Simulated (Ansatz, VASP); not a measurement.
## BiRu: VASP beside Ansatz

The input INCAR:

```
SYSTEM = BiRu
ALGO = Normal
EDIFF = 1E-8
ENCUT = 520
GGA = PE
ISIF = 2
ISMEAR = -1
LASPH = .True.
LCHARG = .False.
LEFG = .True.
LREAL = .False.
LWAVE = .False.
NBANDS = 22
NELM = 100
PREC = Accurate
SIGMA = 0.05
```

KPOINTS

```
k-points
0
Gamma
  10 10 10
  0 0 0
```

File POSCAR:

```
BiRu
1.0
    0.0000000000      2.7185795614      2.7185795614
    2.7185795614      0.0000000000      2.7185795614
    2.7185795614      2.7185795614      0.0000000000
Ru Bi
1 1
Direct
    0.0000000000      0.0000000000      0.0000000000
    0.5000000000      0.5000000000      0.5000000000
```

Input for Ansatz:

```yaml
crystal:
  lattice:
    - [0.0, 2.7185795614, 2.7185795614]
    - [2.7185795614, 0.0, 2.7185795614]
    - [2.7185795614, 2.7185795614, 0.0]
  atoms:
    - { symbol: Ru, position: [0.0, 0.0, 0.0] }
    - { symbol: Bi, position: [0.5, 0.5, 0.5] }
kpoints:
  mp_grid: { grid: [10, 10, 10] }
scf:
  occupations: { method: fermi_dirac, width: 0.05 }
hamiltonian:
  xc: pbe
  pseudopotentials: { kind: paw }
output:
  forces: true
  stress: true
  eigenvalues: true
  efg: { contact_densities: true }
```

Change from the starting cell: volume scaled by 0.9405, PAW files.

Alike in both runs: task electric field gradients; functional PBE; k mesh 10 × 10 × 10; occupations fermi-dirac, width 0.05 eV; no spin polarisation.

|  | VASP | Ansatz |
| --- | --- | --- |
| version | VASP 6.6.1 | Ansatz 0.2.0 |
| potentials or method | VASP PAW PBE potentials, release 64 (Ru_pv, Bi_d) | PAW with Ansatz's default frozen-core files, scalar-relativistic |
| plane-wave cutoff (eV) | 520 | 420 |
| valence electrons in the cell | 29 | 31 |

|  | VASP | Ansatz | Ansatz less VASP |
| --- | --- | --- | --- |
| pressure (GPa) | 8.2 | 8.1 | -0.08 |

With one functional, cell and mesh, what is left measures potentials, basis and numerics. VASP's potentials hold 29 valence electrons a cell and Ansatz's 31, so a difference there can come from the potentials and not from the codes.

Neither program's run includes spin-orbit coupling.
